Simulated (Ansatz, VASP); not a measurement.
## One calculation of CdW3, two programs

```xyz
8
Lattice="5.8252 0.0000 0.0000 -2.9126 5.0447 0.0000 0.0000 0.0000 4.6667" Properties=species:S:1:pos:R:3 pbc="T T T"
Cd    0.0000    3.3632    1.1667
Cd    2.9126    1.6816    3.5000
W     2.9126    3.5015    1.1667
W    -1.5761    4.2731    3.5000
W     1.3365    0.7716    1.1667
W     0.0000    1.5432    3.5000
W     4.4887    0.7716    1.1667
W     1.5761    4.2731    3.5000
```

Alike in both runs: functional PBE; k mesh 9 × 9 × 8; occupations gaussian, width 0.1 eV; no spin polarisation.

Ansatz relaxed the structure, and its values are those at the end. VASP's run is a single point on that final structure, the one shown.

|  | VASP | Ansatz |
| --- | --- | --- |
| version | VASP 6.6.1 | Ansatz 0.2.0 |
| potentials or method | VASP PAW PBE potentials, release 64 (Cd, W_sv), cutoff 520 eV | scalar-relativistic, plane waves, PAW |
| valence electrons in the cell | 108 | 124 |

|  | VASP | Ansatz | Ansatz less VASP |
| --- | --- | --- | --- |
| gap on the k mesh at the Fermi level (eV) | none | none | - |
| pressure (GPa) | 0.7 | 0.0 | -0.72 |

A gap of «none» marks a metal or a gap that the smearing closes. With one functional, cell and mesh, what is left measures potentials, basis and numerics. VASP's potentials hold 108 valence electrons a cell and Ansatz's 124, so a difference there can come from the potentials and not from the codes.

Spin-orbit coupling is off throughout.
